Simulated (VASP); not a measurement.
# InP (F-43m) in VASP: a series of runs, part 2 of 2

VASP 6.6.1. Earlier steps stand in the parts before.

**3. Single point, LDA**

This run uses another cell than the first one, of 23.03 Å³/atom, 0.931 times its volume.

INCAR

```
SYSTEM = InP
PREC = Accurate
ENCUT = 520
EDIFF = 1E-6
ISMEAR = 0
SIGMA = 0.01
LREAL = .FALSE.
LASPH = .TRUE.
NELM = 60
ALGO = Normal
ISIF = 2
LWAVE = .FALSE.
LCHARG = .FALSE.
GGA = CA
NBANDS = 16
```

KPOINTS

```
regular mesh
0
G
  10 10 10
  0 0 0
```

POSCAR

```
InP
1.0
    0.0000000000      2.8450258588      2.8450258588
    2.8450258588      0.0000000000      2.8450258588
    2.8450258588      2.8450258588      0.0000000000
In P
1 1
Direct
    0.0000000000      0.0000000000      0.0000000000
    0.7500000000      0.7500000000      0.7500000000
```

Potentials or basis: VASP PAW LDA potentials, release 64 (In_d, P).

Launch:

```
cat potpaw_LDA.64/In_d/POTCAR potpaw_LDA.64/P/POTCAR > POTCAR
mpirun -np 1 vasp_std > vasp.out
```

OUTCAR:

```text
SYSTEM = InP
   PREC = Accurate
   ENCUT = 520
   EDIFF = 1E-6
   ISMEAR = 0
   LREAL = .FALSE.
   LASPH = .TRUE.
   NELM = 60
   ISIF = 2
   GGA = CA

 ion  position               nearest neighbor table
   1  0.000  0.000  0.000-   2 2.46   2 2.46   2 2.46   2 2.46
   2  0.750  0.750  0.750-   1 2.46   1 2.46   1 2.46   1 2.46

  LATTYP: Found a face centered cubic cell.
 ALAT       =     5.6900517176

  Lattice vectors:

 A1 = (   0.0000000000,   2.8450258588,   2.8450258588)
 A2 = (   2.8450258588,   0.0000000000,   2.8450258588)
 A3 = (   2.8450258588,   2.8450258588,   0.0000000000)

Analysis of symmetry for initial positions (statically):
=====================================================================
 Subroutine PRICEL returns:
 Original cell was already a primitive cell.

 Routine SETGRP: Setting up the symmetry group for a
 face centered cubic supercell.

 Subroutine GETGRP returns: Found 24 space group operations
 (whereof 24 operations were pure point group operations)
 out of a pool of 48 trial point group operations.

The static configuration has the point symmetry T_d .

Analysis of symmetry for dynamics (positions and initial velocities):
[... 163 lines left out ...]
 cond. band min:       7.0313789387   @ k =   0.0000   0.0000   0.0000
 fundamental gap:      0.9879636288
 Fermi energy:         6.1290770999

 k-point     1 :       0.0000    0.0000    0.0000
  band No.  band energies     occupation
      1      -8.3671      2.00000
      2      -8.3671      2.00000
      3      -8.3671      2.00000
      4      -8.1620      2.00000
      5      -8.1620      2.00000
      6      -6.1535      2.00000
[... 433 lines left out ...]
      3      -8.2581      2.00000
      4      -8.2147      2.00000
      5      -8.1253      2.00000
      6      -4.2018      2.00000
[... 8 lines left out ...]
     15      16.7744      0.00000
     16      19.1922      0.00000

 [... further k-points ...]

------------------------ aborting loop because EDIFF is reached ----------------------------------------

  FORCE on cell =-STRESS in cart. coord.  units (eV):
  Direction    XX          YY          ZZ          XY          YZ          ZX
  --------------------------------------------------------------------------------------
  -------------------------------------------------------------------------------------
  Total        1.7250254      1.7250254      1.7250254      0.0000000     -0.0000000      0.0000000
  in kB       60.0091443     60.0091443     60.0091443      0.0000000     -0.0000000      0.0000000
  external PRESSURE =      60.0091443 kB  Pullay stress =       0.0000000 kB

 VOLUME and BASIS-vectors are now :
 -----------------------------------------------------------------------------
  energy-cutoff  :      520.00
  volume of cell :       46.06
      direct lattice vectors                 reciprocal lattice vectors
     0.000000000  2.845025859  2.845025859    -0.175745327  0.175745327  0.175745327
     2.845025859  0.000000000  2.845025859     0.175745327 -0.175745327  0.175745327
     2.845025859  2.845025859  0.000000000     0.175745327  0.175745327 -0.175745327

 POSITION                                       TOTAL-FORCE (eV/Angst)
 -----------------------------------------------------------------------------------
      0.00000      0.00000      0.00000        -0.000000      0.000000     -0.000000
      4.26754      4.26754      4.26754         0.000000     -0.000000      0.000000
 -----------------------------------------------------------------------------------
    total drift:                                0.000000      0.000000      0.000000

  FREE ENERGIE OF THE ION-ELECTRON SYSTEM (eV)
  ---------------------------------------------------
  free  energy   TOTEN  =        -9.6128397599 eV

  energy  without entropy=       -9.6128397599  energy(sigma->0) =       -9.61283976
```

OSZICAR:

```text
N       E                     dE             d eps       ncg     rms          rms(c)
DAV:   1     0.115419742391E+03    0.11542E+03   -0.85815E+03  1504   0.133E+03
DAV:   2    -0.225103055928E+01   -0.11767E+03   -0.11233E+03  1680   0.314E+02
DAV:   3    -0.988778225743E+01   -0.76368E+01   -0.76012E+01  1960   0.774E+01
DAV:   4    -0.100892565914E+02   -0.20147E+00   -0.20142E+00  1856   0.133E+01
DAV:   5    -0.100996357146E+02   -0.10379E-01   -0.10379E-01  2304   0.272E+00    0.675E+00
DAV:   6    -0.967103544399E+01    0.42860E+00   -0.60240E-01  2400   0.140E+01    0.399E+00
DAV:   7    -0.961833439586E+01    0.52701E-01   -0.16885E-01  2240   0.364E+00    0.125E+00
DAV:   8    -0.961308645195E+01    0.52479E-02   -0.16852E-02  1824   0.152E+00    0.506E-01
DAV:   9    -0.961282670102E+01    0.25975E-03   -0.11896E-03  2088   0.331E-01    0.247E-01
DAV:  10    -0.961284430668E+01   -0.17606E-04   -0.20615E-04  2256   0.252E-01    0.118E-01
DAV:  11    -0.961284239661E+01    0.19101E-05   -0.59783E-05  2336   0.125E-01    0.695E-02
DAV:  12    -0.961283974114E+01    0.26555E-05   -0.65606E-06  1824   0.181E-02    0.135E-02
DAV:  13    -0.961283975985E+01   -0.18714E-07   -0.65019E-07  1184   0.486E-03
   1 F= -.96128398E+01 E0= -.96128398E+01  d E =-.229146E-36
```

Run time: 14 s. Hardware: 1 thread of Intel Xeon 6975P-C (Granite Rapids), shared host; peak memory 0.17 GiB.

Results:

* Free energy: -9.6128 eV
* Pressure: 6.0 GPa
* Band gap on the k mesh: 0.99 eV, direct

Caveat: spin-orbit coupling is left out, which moves the levels of the heavy elements. A k mesh can miss the band edges.

**4. Relaxation of cell and atoms, LDA, target pressure 6 GPa, at which the enthalpy is minimised**

INCAR

```
PREC = Accurate
ENCUT = 600
EDIFF = 1E-6
ISMEAR = 0
SIGMA = 0.01
LREAL = F
LASPH = T
NELM = 100
ALGO = Normal
ISIF = 3
LWAVE = F
LCHARG = F
IBRION = 2
NSW = 80
EDIFFG = -0.001
PSTRESS = 60.0
```

KPOINTS

```
Automatic mesh
0
Gamma
  10 10 10
```

POSCAR

```
InP
1.0
    0.0000000000      2.9135471824      2.9135471824
    2.9135471824      0.0000000000      2.9135471824
    2.9135471824      2.9135471824      0.0000000000
In P
1 1
Direct
    0.0000000000      0.0000000000      0.0000000000
    0.7500000000      0.7500000000      0.7500000000
```

Launch:

```
cat potpaw_LDA.64/In_d/POTCAR potpaw_LDA.64/P/POTCAR > POTCAR
mpirun -np 1 vasp_std > vasp.out
```

Run time: 61 s. Hardware: 1 thread of Intel Xeon 6975P-C (Granite Rapids), shared host; peak memory 0.19 GiB.

The run converged. Its results:

```yaml
Free_energy: -9.6145 eV
Relaxed_volume: 23.04 Å³/atom
Relaxed_cell: a = 4.024 Å, b = 4.024 Å, c = 4.024 Å, α = 60.00°, β = 60.00°, γ = 60.00°
Space_group_after_relaxing_to_0.05_Å: F-43m (No. 216)
Energy_change_on_relaxing_the_enthalpy_is_what_falls: +29.9 meV/atom
Ionic_steps: 11
Pressure_after_relaxing: 6.0 GPa
Band_gap_on_the_k_mesh: 0.98 eV, direct
```

The path:
```
step  energy change (eV)  largest force (eV/Å)  pressure (GPa)  volume (Å³)
   1              0.0000                0.0000            0.04        49.46
   2              0.2323                0.0000           13.34        43.17
   3              0.0586                0.0000            5.91        46.12
   4              0.0610                0.0000            6.09        46.06
   5              0.0581                0.0000            5.88        46.13
   6              0.0598                0.0000            6.01        46.09
   7              0.0596                0.0000            5.98        46.09
   8              0.0597                0.0000            5.98        46.09
   9              0.0598                0.0000            5.99        46.09
  10              0.0600                0.0000            6.02        46.08
  11              0.0599                0.0000            6.00        46.09
```

Final structure:
```cif
data_structure
_symmetry_space_group_name_H-M 'P 1'
_symmetry_Int_Tables_number 1
_cell_length_a 4.0244
_cell_length_b 4.0244
_cell_length_c 4.0244
_cell_angle_alpha 60.000
_cell_angle_beta 60.000
_cell_angle_gamma 60.000
_cell_volume 46.09
loop_
_atom_site_label
_atom_site_type_symbol
_atom_site_fract_x
_atom_site_fract_y
_atom_site_fract_z
_atom_site_occupancy
In1 In 0.00000 0.00000 0.00000 1
P1 P 0.75000 0.75000 0.75000 1
```

Levels at points of the mesh, in eV from the valence-band top:
| k point | band 5 | band 6 | band 7 | band 8 | band 9 | band 10 | band 11 | band 12 | band 13 |
| --- | --- | --- | --- | --- | --- | --- | --- | --- | --- |
| (0.00, 0.00, 0.00) | -14.20 | -12.19 | 0.00 | 0.00 | 0.00 | 0.98 | 3.95 | 3.95 | 3.95 |
| (0.50, 0.00, 0.00) | -14.19 | -10.12 | -6.33 | -1.13 | -1.13 | 1.54 | 4.70 | 4.70 | 7.04 |
| (0.50, 0.50, 0.00) | -14.16 | -9.35 | -6.27 | -2.68 | -2.68 | 1.44 | 2.10 | 9.56 | 10.02 |

Caveat: the cell is relaxed towards a set pressure, so the enthalpy falls and the energy may rise; spin-orbit coupling is left out, which moves the levels of the heavy elements.

**5. Single point, LDA**

This run uses another cell than the first one, of 24.09 Å³/atom, 0.974 times its volume.

INCAR

```
  ALGO = Normal
  EDIFF = 1E-6
  ENCUT = 520
  ISIF = 2
  ISMEAR = 0
  LASPH = T
  LCHARG = F
  LREAL = F
  LWAVE = F
  NBANDS = 16
  NELM = 60
  PREC = Accurate
  SIGMA = 0.01
```

KPOINTS

```
k-points
0
Gamma
  10 10 10
```

POSCAR

```
InP
1.0
    0.0000000000      2.8879290004      2.8879290004
    2.8879290004      0.0000000000      2.8879290004
    2.8879290004      2.8879290004      0.0000000000
In P
1 1
Direct
    0.0000000000      0.0000000000      0.0000000000
    0.7500000000      0.7500000000      0.7500000000
```

Launch:

```
cat potpaw_LDA.64/In_d/POTCAR potpaw_LDA.64/P/POTCAR > POTCAR
mpirun -np 1 vasp_std > vasp.out
```

It took 31 s on 1 thread of Intel Xeon 6975P-C, shared host; peak memory 0.17 GiB.

It converged, with:

```yaml
Free_energy: -9.6657 eV
Pressure: 2.0 GPa
Band_gap_on_the_k_mesh: 0.75 eV, direct
```

Levels at points of the mesh, in eV from the valence-band top:
| k point | band 5 | band 6 | band 7 | band 8 | band 9 | band 10 | band 11 | band 12 | band 13 | band 14 |
| --- | --- | --- | --- | --- | --- | --- | --- | --- | --- | --- |
| (0.00, 0.00, 0.00) | -14.11 | -11.86 | 0.00 | 0.00 | 0.00 | 0.75 | 3.96 | 3.96 | 3.96 | 8.50 |
| (0.50, 0.00, 0.00) | -14.09 | -9.95 | -6.07 | -1.06 | -1.06 | 1.43 | 4.71 | 4.71 | 6.97 | 9.45 |
| (0.50, 0.50, 0.00) | -14.07 | -9.23 | -6.06 | -2.51 | -2.51 | 1.52 | 2.12 | 9.27 | 9.73 | 9.73 |

Caveat: spin-orbit coupling is left out, which moves the levels of the heavy elements.

**6. Relaxation of cell and atoms, LDA, target pressure 2 GPa, at which the enthalpy is minimised**

INCAR

```
SYSTEM = InP
PREC = Accurate
ENCUT = 600
EDIFF = 1E-6
ISMEAR = 0
SIGMA = 0.01
LREAL = .False.
LASPH = .True.
NELM = 60
ALGO = Normal
ISIF = 3
LWAVE = .False.
LCHARG = .False.
IBRION = 2
NSW = 80
EDIFFG = -0.001
PSTRESS = 20.0
```

KPOINTS

```
regular mesh
0
Gamma
  10 10 10
  0 0 0
```

POSCAR

```
InP
1.0
    0.0000000000      2.9135471588      2.9135471588
    2.9135471588      0.0000000000      2.9135471588
    2.9135471588      2.9135471588      0.0000000000
In P
1 1
Direct
    0.0000000000      0.0000000000      0.0000000000
    0.7500000000      0.7500000000      0.7500000000
```

Potentials or basis: VASP PAW LDA potentials, release 64 (In_d, P).

Launch:

```
cat potpaw_LDA.64/In_d/POTCAR potpaw_LDA.64/P/POTCAR > POTCAR
mpirun -np 1 vasp_std > vasp.out
```

It took 3.2 min on 1 thread of Intel Xeon 6975P-C, shared host; peak memory 0.2 GiB.

It converged, with:

* Free energy: -9.6665 eV
* Relaxed volume: 24.11 Å³/atom
* Relaxed cell: a = 4.085 Å, b = 4.085 Å, c = 4.085 Å, α = 60.00°, β = 60.00°, γ = 60.00°
* Space group after relaxing (to 0.05 Å): F-43m (No. 216)
* Energy change on relaxing (the enthalpy is what falls): +3.9 meV/atom
* Ionic steps: 20
* Pressure after relaxing: 2.0 GPa
* Band gap on the k mesh: 0.74 eV, direct

Step by step:
```csv
step,energy change (eV),largest force (eV/Å),pressure (GPa),volume (Å³)
1,0.0000,0.0000,0.04,49.46
2,0.0230,0.0000,3.56,47.33
3,0.0078,0.0000,2.02,48.22
4,0.0075,0.0000,1.95,48.24
5,0.0075,0.0000,1.95,48.24
6,0.0076,0.0000,1.94,48.24
7,0.0076,0.0000,1.96,48.23
8,0.0076,0.0000,1.96,48.23
9,0.0076,0.0000,1.96,48.23
10,0.0076,0.0000,1.96,48.23
11,0.0076,0.0000,1.96,48.23
12,0.0076,0.0000,1.96,48.23
13,0.0076,0.0000,1.95,48.23
14,0.0077,0.0000,1.99,48.22
15,0.0078,0.0000,1.97,48.22
16,0.0078,0.0000,1.97,48.22
17,0.0079,0.0000,2.01,48.21
18,0.0079,0.0000,2.01,48.21
19,0.0078,0.0000,2.01,48.21
20,0.0078,0.0000,2.00,48.21
```

Final structure:
```xyz
2
Lattice="0.0000 2.8888 2.8888 2.8888 0.0000 2.8888 2.8888 2.8888 0.0000" Properties=species:S:1:pos:R:3 pbc="T T T"
In    0.0000    0.0000    0.0000
P     4.3332    4.3332    4.3332
```

Levels at points of the mesh, in eV from the valence-band top:
```tsv
k point	band 5	band 6	band 7	band 8	band 9	band 10	band 11	band 12	band 13
(0.00, 0.00, 0.00)	-14.11	-11.85	0.00	0.00	0.00	0.74	3.96	3.96	3.96
(0.50, 0.00, 0.00)	-14.09	-9.95	-6.07	-1.06	-1.06	1.43	4.71	4.71	6.97
(0.50, 0.50, 0.00)	-14.07	-9.23	-6.05	-2.51	-2.51	1.52	2.12	9.27	9.72
```

Caveat: the cell is relaxed towards a set pressure, so the enthalpy falls and the energy may rise; spin-orbit coupling is left out, which moves the levels of the heavy elements. Zero-point motion and thermal expansion aren't in these numbers.

**7. Overview**

```tsv
task	cell	cutoff (eV)	gap on the mesh (eV)	pressure (GPa)
relaxation of cell and atoms	relaxed to 4 GPa from a = 4.120 Å, angles 60.0°, 2 atoms	600	0.87	4.0
single point	a = 4.023 Å, angles 60.0°, 2 atoms	520	0.99	6.0
relaxation of cell and atoms	relaxed to 6 GPa from a = 4.120 Å, angles 60.0°, 2 atoms	600	0.98	6.0
single point	a = 4.084 Å, angles 60.0°, 2 atoms	520	0.75	2.0
relaxation of cell and atoms	relaxed to 2 GPa from a = 4.120 Å, angles 60.0°, 2 atoms	600	0.74	2.0
```

Alike in all rows: level LDA; potentials or basis VASP PAW LDA potentials, release 64 (In_d, P); no spin polarisation; k mesh 10 × 10 × 10; smearing gaussian 0.01 eV.

Caveats: spin-orbit coupling is left out, which moves the levels of the heavy elements; the cell is relaxed towards a set pressure, so the enthalpy falls and the energy may rise (some runs).

Total energies depend on the potentials used, so only differences within one code and one set of settings carry meaning.
